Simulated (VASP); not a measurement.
Here is a VASP 6.6.1 calculation.

The input INCAR:

```
ALGO     = Normal         # electronic algorithm
EDIFF    = 1E-6           # SCF threshold, eV
EDIFFG   = -0.01          # ionic threshold
ENCUT    = 600            # plane-wave cutoff, eV
GGA      = PE             # functional
IBRION   = 2              # ionic algorithm
ISIF     = 3              # what is computed and relaxed
ISMEAR   = 0              # smearing method
LASPH    = T              # aspherical terms in the spheres
LCHARG   = F              # write CHGCAR
LREAL    = F              # projectors in reciprocal space
LWAVE    = F              # write WAVECAR
NELM     = 100            # most SCF steps
NSW      = 100            # ionic steps
PREC     = Accurate       # precision mode
SIGMA    = 0.1            # smearing width, eV
```

The input KPOINTS:

```
k-points
0
Gamma
  18 18 6
```

File POSCAR:

```
YF
1.0
    3.5420964114      0.0000000000      0.0000000000
   -1.7710482057      3.0675454750      0.0000000000
    0.0000000000      0.0000000000      7.5545587560
Y F
2 2
Direct
    0.3333333333      0.6666666667      0.3319065757
    0.6666666667      0.3333333333      0.8319065757
    0.3333333333      0.6666666667      0.0412283543
    0.6666666667      0.3333333333      0.5412283543
```

Potentials or basis: VASP PAW PBE potentials, release 64 (Y_sv, F).

Launch:

```bash
$ cat potpaw_PBE.64/Y_sv/POTCAR potpaw_PBE.64/F/POTCAR > POTCAR
$ mpirun -np 1 vasp_std > vasp.out
```

(1) Predict the space group after relaxing (to 0.05 Å).

(2) What does it give for the relaxed volume?

Answers

(1) P6_3mc (No. 186).

(2) 20.43 Å³/atom.
